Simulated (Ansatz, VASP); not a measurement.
# One calculation of Ca3AsP, two programs

```
Ca P As
1.0
     5.33390    0.00000    0.00000
     0.00000    5.33390    0.00000
     0.00000    0.00000    5.33390
Ca P As
3 1 1
Direct
  0.00000 0.50000 0.50000
  0.50000 0.00000 0.50000
  0.50000 0.50000 0.00000
  0.50000 0.50000 0.50000
  0.00000 0.00000 0.00000
```

Alike in both runs: task single point; functional PBE; k mesh 4 × 4 × 4; no spin polarisation.

|  | VASP | Ansatz |
| --- | --- | --- |
| version | VASP 6.6.1 | Ansatz 0.2.0 |
| potentials or method | VASP PAW PBE potentials, release 64 (Ca_sv, P, As), cutoff 500 eV | scalar-relativistic, plane waves, PAW |
| occupations | fermi-dirac, width 0.025852 eV | fermi-dirac |
| valence electrons in the cell | 40 | 50 |

VASP gave:

- gap on the k mesh at the Fermi level (eV): 0.18
- least direct gap on the mesh (eV): 0.18
- pressure (GPa): 0.0

Q: What did Ansatz give for the same quantities?

A: gap on the k mesh at the Fermi level (eV): 0.19; least direct gap on the mesh (eV): 0.19; pressure (GPa): -0.1.

VASP's potentials hold 40 valence electrons a cell and Ansatz's 50, so a difference there can come from the potentials and not from the codes.
